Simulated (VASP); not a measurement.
Here is a VASP 6.6.1 calculation.

INCAR

```
SYSTEM = Pd
PREC = Accurate ; ENCUT = 520
EDIFF = 1E-7 ; ISMEAR = -1
SIGMA = 0.05 ; LREAL = .False.
LASPH = .True. ; NELM = 100
ALGO = Normal ; ISIF = 2
LWAVE = .False. ; LCHARG = .True.
GGA = PS ; IVDW = 13
LELF = .True. ; LVHAR = .True.
NBANDS = 11
```

File KPOINTS:

```
Automatic mesh
0
Gamma
  12 12 12
  0 0 0
```

File POSCAR:

```
Pd
1.0
    0.0000000000      1.9276767837      1.9276767837
    1.9276767837      0.0000000000      1.9276767837
    1.9276767837      1.9276767837      0.0000000000
Pd
1
Direct
    0.0000000000      0.0000000000      0.0000000000
```

Potentials or basis: VASP PAW PBE potentials, release 64 (Pd).

Command:

```sh
$ cat potpaw_PBE.64/Pd/POTCAR > POTCAR
$ mpirun -np 1 vasp_std > vasp.out
```

**Question.** What does it give for the band gap on the k mesh?

**Answer.** Zero (band 5 reaches 10.42 eV, above the bottom of band 6 at 8.76 eV).

**Question.** Predict the pressure.

**Answer.** -0.4 GPa.

**Question.** Estimate the dispersion energy per atom.

**Answer.** -0.294 eV.

Caveat: the PAW data sets were made with another functional, which shifts forces and pressure a little; pairwise dispersion overbinds metals, which lowers pressure and volume.
